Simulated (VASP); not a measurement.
# WSe2 (P6_3/mmc) in VASP: single point with PBE

Aim: the single point of WSe2 with PBE.

Program: VASP 6.6.1. These are calculated values, not measurements. Logs are shortened: lines on timing, memory, paths and dates and some standing lists are left out, and cuts for length are marked.

## Step 1: The cell of the first run

The structure is hexagonal, space group P6_3/mmc (No. 194). The conventional cell has a = 3.321 Å, b = 3.321 Å, c = 15.053 Å, α = 90.00°, β = 90.00°, γ = 120.00°. Within 3.4 Å of W (site symmetry -6m2) lie 6 Se at 2.55 Å and 6 W at 3.32 Å. Se (site symmetry 3m) has 3 W at 2.55 Å and 7 Se at 3.32 to 3.36 Å within 3.4 Å.

## Step 2: Single point, PBE

Input file INCAR:

```
PREC = Accurate ; ENCUT = 520
EDIFF = 1E-7 ; ISMEAR = 0
SIGMA = 0.02 ; LREAL = F
LASPH = T ; NELM = 80
ALGO = Normal ; ISIF = 2
LWAVE = F ; LCHARG = F
GGA = PE ; NBANDS = 35
```

Input file KPOINTS:

```
Automatic mesh
0
Gamma
  12 12 2
```

Input file POSCAR:

```
WSe2
1.0
    3.3208537509      0.0000000000      0.0000000000
   -1.6604268755      2.8759437106      0.0000000000
    0.0000000000      0.0000000000     15.0526694767
W Se
2 4
Direct
    0.6666666667      0.3333333333      0.7500000000
    0.3333333333      0.6666666667      0.2500000000
    0.3333333333      0.6666666667      0.8614850661
    0.6666666667      0.3333333333      0.3614850661
    0.3333333333      0.6666666667      0.6385149339
    0.6666666667      0.3333333333      0.1385149339
```

Potentials or basis: VASP PAW PBE potentials, release 64 (W_sv, Se).

Run with:

```sh
$ cat potpaw_PBE.64/W_sv/POTCAR potpaw_PBE.64/Se/POTCAR > POTCAR
$ mpirun -np 1 vasp_std > vasp.out
```

OUTCAR:

```text
PREC = Accurate
   ENCUT = 520
   EDIFF = 1E-7
   ISMEAR = 0
   LREAL = F
   LASPH = T
   NELM = 80
   ISIF = 2
   GGA = PE

 ion  position               nearest neighbor table
   1  0.667  0.333  0.750-   3 2.55   5 2.55   3 2.55   5 2.55   3 2.55   5 2.55
   2  0.333  0.667  0.250-   4 2.55   6 2.55   4 2.55   6 2.55   4 2.55   6 2.55
   3  0.333  0.667  0.861-   1 2.55   1 2.55   1 2.55
   4  0.667  0.333  0.361-   2 2.55   2 2.55   2 2.55
   5  0.333  0.667  0.639-   1 2.55   1 2.55   1 2.55
   6  0.667  0.333  0.139-   2 2.55   2 2.55   2 2.55

  LATTYP: Found a hexagonal cell.
 ALAT       =     3.3208537509
 C/A-ratio  =     4.5327709697

  Lattice vectors:

 A1 = (   3.3208537509,   0.0000000000,   0.0000000000)
 A2 = (  -1.6604268755,   2.8759437106,   0.0000000000)
 A3 = (   0.0000000000,   0.0000000000,  15.0526694767)

Analysis of symmetry for initial positions (statically):
=====================================================================
 Subroutine PRICEL returns:
 Original cell was already a primitive cell.

 Routine SETGRP: Setting up the symmetry group for a
 hexagonal supercell.

 Subroutine GETGRP returns: Found 24 space group operations
 (whereof 12 operations were pure point group operations)
 out of a pool of 24 trial point group operations.

The static configuration has the point symmetry D_3d.
 The point group associated with its full space group is D_6h.

Analysis of symmetry for dynamics (positions and initial velocities):
=====================================================================
 Subroutine PRICEL returns:
 Original cell was already a primitive cell.

 Routine SETGRP: Setting up the symmetry group for a
 hexagonal supercell.

 Subroutine GETGRP returns: Found 24 space group operations
 (whereof 12 operations were pure point group operations)
 out of a pool of 24 trial point group operations.

The dynamic configuration has the point symmetry D_3d.
 The point group associated with its full space group is D_6h.

 Subroutine INISYM returns: Found 24 space group operations
 (whereof 12 operations are pure point group operations),
 and found     1 'primitive' translations

----------------------------------------------------------------------------------------

                                     Primitive cell

  volume of cell :     143.7619

  direct lattice vectors                    reciprocal lattice vectors
     3.320853751  0.000000000  0.000000000     0.301127383  0.173855976  0.000000000
    -1.660426876  2.875943711  0.000000000     0.000000000  0.347711951  0.000000000
     0.000000000  0.000000000 15.052669477     0.000000000  0.000000000  0.066433399

  length of vectors
     3.320853751  3.320853751 15.052669477     0.347711952  0.347711951  0.066433399

  position of ions in fractional coordinates (direct lattice)
     0.666666667  0.333333333  0.750000000
     0.333333333  0.666666667  0.250000000
     0.333333333  0.666666667  0.861485066
     0.666666667  0.333333333  0.361485066
     0.333333333  0.666666667  0.638514934
     0.666666667  0.333333333  0.138514934

  ion indices of the primitive-cell ions
   primitive index   ion index
                 1           1
                 2           2
                 3           3
                 4           4
                 5           5
                 6           6

----------------------------------------------------------------------------------------

 KPOINTS: Automatic mesh

Automatic generation of k-mesh.
 Grid dimensions read from file:
 generate k-points for:   12   12    2

 Generating k-lattice:

  Cartesian coordinates                     Fractional coordinates (reciprocal lattice)
     0.025093949  0.014487998  0.000000000     0.083333333  0.000000000  0.000000000
     0.000000000  0.028975996  0.000000000     0.000000000  0.083333333  0.000000000
     0.000000000  0.000000000  0.033216700     0.000000000  0.000000000  0.500000000

  Length of vectors
     0.028975996  0.028975996  0.033216700

  Shift w.r.t. Gamma in fractional coordinates (k-lattice)
     0.000000000  0.000000000  0.000000000

 Subroutine IBZKPT returns following result:
 ===========================================

 Found     38 irreducible k-points:

 Following reciprocal coordinates:
            Coordinates               Weight
  0.000000  0.000000  0.000000      1.000000
  0.083333 -0.000000  0.000000      6.000000
  0.166667  0.000000  0.000000      6.000000
  0.250000  0.000000  0.000000      6.000000
  0.333333  0.000000  0.000000      6.000000
  0.416667  0.000000  0.000000      6.000000
[... 16 lines left out ...]
  0.250000  0.000000  0.500000      6.000000
  0.333333  0.000000  0.500000      6.000000
 [... further k-points ...]
   k-points           NKPTS =     38   k-points in BZ     NKDIM =     38   number of bands    NBANDS=     35
   number of dos      NEDOS =    301   number of ions     NIONS =      6
   total plane-waves  NPLWV =  87808
   dimension x,y,z NGX =    28 NGY =   28 NGZ =  112
   dimension x,y,z NGXF=    56 NGYF=   56 NGZF=  224
   ions per type =               2   4
   NGX,Y,Z   is equivalent  to a cutoff of  14.02, 14.02, 12.37 a.u.
   NGXF,Y,Z  is equivalent  to a cutoff of  28.03, 28.03, 24.74 a.u.
 SYSTEM =  unknown system
   PREC   = accura    normal or accurate (medium, high low for compatibility)
   ISTART =      0    job   : 0-new  1-cont  2-samecut
   ICHARG =      2    charge: 1-file 2-atom 10-const
   ISPIN  =      1    spin polarized calculation?
   LNONCOLLINEAR =      F non collinear calculations
   LSORBIT =      F    spin-orbit coupling
   LASPH  =      T    aspherical Exc in radial PAW
   ENCUT  =  520.0 eV  38.22 Ry    6.18 a.u.   6.17  6.17 27.99*2*pi/ulx,y,z
   NELM   =     80;   NELMIN=  2; NELMDL= -5     # of ELM steps
   EDIFF  = 0.1E-06   stopping-criterion for ELM
   LREAL  =      F    real-space projection
   EDIFFG = 0.1E-05   stopping-criterion for IOM
   NSW    =      0    number of steps for IOM
   IBRION =     -1    ionic relax: 0-MD 1-quasi-New 2-CG
   NFREE  =      0    steps in history (QN), initial steepest desc. (CG)
   ISIF   =      2    stress and relaxation
   ISYM   =      2    0-nonsym 1-usesym 2-fastsym
   POTIM  = 0.5000    time-step for ionic-motion
   TEBEG  =    0.0;   TEEND  =   0.0 temperature during run
   PSTRESS=    0.0 pullay stress
   NELECT =      52.0000    total number of electrons
   NUPDOWN=      -1.0000    fix difference up-down
   EMIN   =  10.00;   EMAX   =-10.00  energy-range for DOS
   EFERMI =   0.00;   METHOD = LEGACY
   ISMEAR =     0;   SIGMA  =   0.02  broadening in eV -4-tet -1-fermi 0-gaus
   EFERMI_NEDOS =   21; number of points for ismear=-14 and -15
   IALGO  =     38    algorithm
   IMIX   =      4    mixing-type and parameters
     AMIX     =   0.40;   BMIX     =  1.00
     AMIX_MAG =   1.60;   BMIX_MAG =  1.00
  volume/ion in A,a.u.               =      23.96       161.69
  Fermi-wavevector in a.u.,A,eV,Ry     =   1.166437  2.204247 18.511759  1.360576
  Thomas-Fermi vector in A             =   2.302950
   LORBIT       =      0    0 simple, 1 ext, 2 COOP (PROOUT), +10 PAW based schemes
   GGA     = PE    functional components
   LHFCALC =     F    Hartree Fock is set to
   AEXX    =    0.0000 exact exchange contribution
   IVDW    =     0    specifies the selected vdW correction
   LEPSILON=     F    determine dielectric tensor
   LRPA    =     F    only Hartree local field effects (RPA)
 non-spin polarized calculation
 Gauss-broadening in eV      SIGMA  =   0.02
  energy-cutoff  :      520.00
  volume of cell :      143.76
 maximum number of plane-waves:      3896
 NGX is ok and might be reduce to    28
   NGX = 13   NGY = 13   NGZ = 55

 number of electron      51.9999996 magnetization

 Free energy of the ion-electron system (eV)
  ---------------------------------------------------
  ext. energy  EPLUGINS =         0.00000000
  ---------------------------------------------------
  free energy    TOTEN  =       -43.25624617 eV

  energy without entropy =      -43.25624617  energy(sigma->0) =      -43.25624617

 E-fermi :   4.3731     XC(G=0):  -9.6121

 val. band max:        4.2834369115   @ k =   0.3333   0.3333   0.0000
 cond. band min:       5.7405171101   @ k =   0.1667   0.1667   0.0000
 fundamental gap:      1.4570801986
 Fermi energy:         4.3730764386

 k-point     1 :       0.0000    0.0000    0.0000
  band No.  band energies     occupation
      1     -69.8224      2.00000
      2     -69.8224      2.00000
      3     -34.0412      2.00000
      4     -34.0412      2.00000
      5     -33.9397      2.00000
      6     -33.9397      2.00000
[... 27 lines left out ...]
     34       7.3367      0.00000
     35       8.5783      0.00000

 k-point     2 :       0.0833   -0.0000    0.0000
  band No.  band energies     occupation
      1     -69.8218      2.00000
      2     -69.8218      2.00000
      3     -34.0386      2.00000
      4     -34.0386      2.00000
      5     -33.9539      2.00000
      6     -33.9539      2.00000
[... 27 lines left out ...]
     34       7.3400      0.00000
     35       9.1513      0.00000

 k-point     3 :       0.1667    0.0000    0.0000
  band No.  band energies     occupation
      1     -69.8202      2.00000
      2     -69.8202      2.00000
      3     -34.0313      2.00000
      4     -34.0313      2.00000
      5     -33.9923      2.00000
      6     -33.9923      2.00000
[... 27 lines left out ...]
     34       7.7467      0.00000
     35       9.8936      0.00000
[... 723 lines left out ...]
 k-point    23 :       0.2500    0.0000    0.5000
  band No.  band energies     occupation
      1     -69.8179      2.00000
      2     -69.8179      2.00000
      3     -34.0442      2.00000
      4     -34.0442      2.00000
      5     -34.0213      2.00000
      6     -34.0213      2.00000
[... 27 lines left out ...]
     34       8.1314      0.00000
     35      10.5461      0.00000

 k-point    24 :       0.3333    0.0000    0.5000
  band No.  band energies     occupation
      1     -69.8157      2.00000
      2     -69.8157      2.00000
      3     -34.0957      2.00000
      4     -34.0957      2.00000
      5     -34.0114      2.00000
      6     -34.0114      2.00000
[... 27 lines left out ...]
     34       8.4104      0.00000
     35      10.1891      0.00000

 [... further k-points ...]

------------------------ aborting loop because EDIFF is reached ----------------------------------------

  FORCE on cell =-STRESS in cart. coord.  units (eV):
  Direction    XX          YY          ZZ          XY          YZ          ZX
  --------------------------------------------------------------------------------------
  -------------------------------------------------------------------------------------
  Total        0.1986477      0.1986477      0.3052840     -0.0000000      0.0000000      0.0000000
  in kB        2.2138612      2.2138612      3.4022877     -0.0000000      0.0000000      0.0000000
  external PRESSURE =       2.6100034 kB  Pullay stress =       0.0000000 kB

 VOLUME and BASIS-vectors are now :
 -----------------------------------------------------------------------------
  energy-cutoff  :      520.00
  volume of cell :      143.76
      direct lattice vectors                 reciprocal lattice vectors
     3.320853751  0.000000000  0.000000000     0.301127383  0.173855976  0.000000000
    -1.660426876  2.875943711  0.000000000     0.000000000  0.347711951  0.000000000
     0.000000000  0.000000000 15.052669477     0.000000000  0.000000000  0.066433399

 POSITION                                       TOTAL-FORCE (eV/Angst)
 -----------------------------------------------------------------------------------
      1.66043      0.95865     11.28950         0.000000     -0.000000      0.000000
     -0.00000      1.91730      3.76317        -0.000000      0.000000      0.000000
     -0.00000      1.91730     12.96765        -0.000000     -0.000000      0.044059
      1.66043      0.95865      5.44132         0.000000     -0.000000      0.044059
     -0.00000      1.91730      9.61135         0.000000     -0.000000     -0.044059
      1.66043      0.95865      2.08502         0.000000     -0.000000     -0.044059
 -----------------------------------------------------------------------------------
    total drift:                                0.000000     -0.000000      0.000000

  FREE ENERGIE OF THE ION-ELECTRON SYSTEM (eV)
  ---------------------------------------------------
  free  energy   TOTEN  =       -43.2562461653 eV

  energy  without entropy=      -43.2562461653  energy(sigma->0) =      -43.25624617
```

Wall time 1.7 min (1 thread of Intel Xeon 6975P-C (Granite Rapids), shared host); peak memory 0.38 GiB.

Results:

| Item | Value |
| --- | --- |
| Free energy | -43.2562 eV |
| Pressure | 0.3 GPa |
| Largest force | 0.044 eV/Å |
| Band gap on the k mesh | 1.46 eV (least direct gap 1.52 eV) |

Forces in eV/Å, atoms in the order of the input:
```
W    0.000  0.000  0.000
W    0.000  0.000  0.000
Se   0.000  0.000  0.044
Se   0.000  0.000  0.044
Se   0.000  0.000 -0.044
Se   0.000  0.000 -0.044
```

Stress tensor (GPa, compression positive):
```
0.22 0.00 0.00
0.00 0.22 0.00
0.00 0.00 0.34
```

Caveat: spin-orbit coupling is left out, which moves the levels of the heavy elements; this functional lacks dispersion, which binds the layers, so the pressure and a relaxed spacing across them are unreliable. A k mesh can miss the band edges.
